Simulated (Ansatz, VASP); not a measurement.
# AlN: VASP beside Ansatz

```
Al N
1.0
     4.37714    0.00000    0.00000
     0.00000   -4.37714    0.00000
     0.00000    0.00000   -4.37714
Al N
4 4
Direct
  0.91858 0.91364 0.91858
  0.50000 0.50000 0.00000
  0.50000 0.00000 0.50000
  0.00000 0.50000 0.50000
  0.75000 0.75000 0.75000
  0.25000 0.25000 0.75000
  0.25000 0.75000 0.25000
  0.75000 0.25000 0.25000
```

Alike in both runs: task single point; functional PBEsol; k mesh 6 × 6 × 6; occupations gaussian, width 0.05 eV; no spin polarisation.

|  | VASP | Ansatz |
| --- | --- | --- |
| version | VASP 6.6.1 | Ansatz 0.2.0 |
| potentials or method | VASP PAW PBE potentials, release 64 (Al, N), cutoff 520 eV | scalar-relativistic, plane waves, PAW |
| valence electrons in the cell | 32 | 32 |

```csv
,VASP,Ansatz,Ansatz less VASP
gap on the k mesh at the Fermi level (eV),1.85,1.86,+0.004
least direct gap on the mesh (eV),1.99,2.00,+0.006
rms of the force components (eV/Å),13.582,13.956,+0.3740
```

VASP's potentials were made for PBE, not for PBEsol, and Ansatz warns of the same on its side. Atom by atom the forces differ by 0.376 eV/Å (rms over components).
